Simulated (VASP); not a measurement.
Runs of VASP 6.6.1 on Pd. The structure is that of space group P6_3/mmc (No. 194), or close to it. The cells are those of the table. 

```csv
task,cell,cutoff (eV),gap on the mesh (eV),pressure (GPa)
single point,"a = 2.711, b = 2.711, c = 4.509 Å, angles 90.0, 90.0, 120.0°, 2 atoms",520,none,(a)
relaxation of volume and atoms at fixed shape,"relaxed from a = 2.784, b = 2.784, c = 4.629 Å, angles 90.0, 90.0, 120.0°, 2 atoms",600,none,-0.2
single point,"a = 2.702, b = 2.702, c = 4.494 Å, angles 90.0, 90.0, 120.0°, 2 atoms",520,none,0.3
single point,"a = 2.693, b = 2.693, c = 4.479 Å, angles 90.0, 90.0, 120.0°, 2 atoms",520,none,2.6
```

Alike in all rows: level LDA; potentials or basis VASP PAW LDA potentials, release 64 (Pd); no spin polarisation; k mesh 9 × 9 × 5; smearing fermi-dirac 0.05 eV.

Estimate the missing entries.

(a) -1.9.

A k mesh can miss the band edges, and the runs leave out spin-orbit coupling on Pd.

A gap of «none» marks levels without a gap at the run's occupations.
